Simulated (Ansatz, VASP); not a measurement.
## One calculation of P, two programs

File INCAR:

```
SYSTEM = P
ALGO = Normal
EDIFF = 1E-6
ENCUT = 520
GGA = PE
ISIF = 2
ISMEAR = -1
LASPH = .TRUE.
LCHARG = .TRUE.
LELF = .TRUE.
LREAL = .FALSE.
LVHAR = .TRUE.
LWAVE = .FALSE.
NBANDS = 12
NELM = 60
PREC = Accurate
SIGMA = 0.05
```

File KPOINTS:

```
k-points
0
G
  17 17 10
  0 0 0
```

POSCAR

```
P
1.0
    2.3915808243      0.0000000000      0.0000000000
   -1.1957904121      2.0711697490      0.0000000000
    0.0000000000      0.0000000000      3.9871778649
P
2
Direct
    0.3333333333      0.6666666667      0.2500000000
    0.6666666667      0.3333333333      0.7500000000
```

Input for Ansatz:

```yaml
crystal:
  lattice:
    - [2.3915808243, 0.0, 0.0]
    - [-1.1957904121, 2.071169749, 0.0]
    - [0.0, 0.0, 3.9871778649]
  atoms:
    - { symbol: P, position: [0.3333333333, 0.6666666667, 0.25] }
    - { symbol: P, position: [0.6666666667, 0.3333333333, 0.75] }
kpoints:
  mp_grid: { grid: [17, 17, 10] }
scf:
  occupations: { method: fermi_dirac, width: 0.05 }
hamiltonian:
  xc: pbe
  pseudopotentials: { kind: paw, core: large }
output:
  forces: true
  stress: true
  eigenvalues: true
```

Change from the starting cell: volume scaled by 0.68, PAW files, core large.

Alike in both runs: task single point; functional PBE; k mesh 17 × 17 × 10; occupations fermi-dirac, width 0.05 eV; no spin polarisation.

|  | VASP | Ansatz |
| --- | --- | --- |
| version | VASP 6.6.1 | Ansatz 0.2.0 |
| potentials or method | VASP PAW PBE potentials, release 64 (P) | PAW with other files of Ansatz's library (core large), scalar-relativistic |
| plane-wave cutoff (eV) | 520 | 420 |
| valence electrons in the cell | 10 | 10 |

```csv
,VASP,Ansatz,Ansatz less VASP
pressure (GPa),72.2,73.2,+1.01
"traceless stress, the component that is largest in VASP (GPa)",-0.04,-0.08,-0.032
```

Both programs put the cell under a high pressure, so it lies far from rest at this level.

Noted on VASP's run: the cell as given lies far from equilibrium.
